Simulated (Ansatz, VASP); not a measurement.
MgS in VASP and in Ansatz

POSCAR

```
MgS
1.0
    0.0000000000      2.8308768412      2.7459505360
    2.8308768412      0.0000000000      2.7459505360
    2.8308768412      2.8308768412      0.0000000000
Mg S
1 1
Direct
    0.0000000000      0.0000000000      0.0000000000
    0.2500000000      0.2500000000      0.2500000000
```

File INCAR.step1:

```
ALGO = Normal ; EDIFF = 1E-5
ENCUT = 520 ; GGA = PE
ISIF = 2 ; ISMEAR = 0
LASPH = True ; LCHARG = False
LREAL = False ; LWAVE = True
NBANDS = 11 ; NELM = 60
PREC = Accurate ; SIGMA = 0.01
```

INCAR.step2

```
ALGO = Normal ; EDIFF = 1E-6
ENCUT = 520 ; GGA = PE
HFSCREEN = 0.2079 ; ISIF = 2
ISMEAR = 0 ; ISTART = 1
LASPH = True ; LCHARG = False
LHFCALC = True ; LREAL = False
LWAVE = False ; NBANDS = 11
NELM = 60 ; PREC = Accurate
PRECFOCK = Normal ; SIGMA = 0.01
```

The input KPOINTS:

```
k-points
0
Gamma
  6 6 6
```

Input for Ansatz:

```yaml
crystal:
  lattice:
    - [0.0, 2.8308768412, 2.745950536]
    - [2.8308768412, 0.0, 2.745950536]
    - [2.8308768412, 2.8308768412, 0.0]
  atoms:
    - { symbol: Mg, position: [0.0, 0.0, 0.0] }
    - { symbol: S, position: [0.25, 0.25, 0.25] }
kpoints:
  mp_grid: { grid: [6, 6, 6] }
  band_path:
    path:
      - [0.0, 0.0, 0.0]
      - [-0.5, -0.5, 0.0]
      - [-0.375, -0.375, 0.25]
      - [-0.375, 0.0, 0.375]
      - [0.0, 0.0, 0.5]
      - [-0.5, -0.25, 0.25]
    npoints: 1
hamiltonian:
  xc: hse06
scf:
  occupations: { method: fixed }
  n_extra_bands: 4
output:
  forces: true
  stress: true
  eigenvalues: true
  write_density: true
  write_potential: true
  elf: true
  volumetric_format: npy
```

Change from the starting cell: uniaxial_z strain -3.0%.

Alike in both runs: task single point; functional HSE06; k mesh 6 × 6 × 6; no spin polarisation.

|  | VASP | Ansatz |
| --- | --- | --- |
| version | VASP 6.6.1 | Ansatz 0.2.0 |
| potentials or method | VASP PAW PBE potentials, release 64 (Mg, S) | plane waves, PAW |
| plane-wave cutoff (eV) | 520 | 420 |
| occupations | gaussian, width 0.01 eV | fixed |
| valence electrons in the cell | 8 | 16 |

|  | VASP | Ansatz | Ansatz less VASP |
| --- | --- | --- | --- |
| gap on the k mesh at the Fermi level (eV) | 4.62 | 4.64 | +0.016 |
| pressure (GPa) | 1.8 | 1.9 | +0.17 |
| traceless stress, the component that is largest in VASP (GPa) | 0.38 | 0.38 | -0.006 |

VASP's potentials hold 8 valence electrons a cell and Ansatz's 16, so a difference there can come from the potentials and not from the codes. Ansatz's warnings: stress exchange threshold loose, stress scf threshold loose.
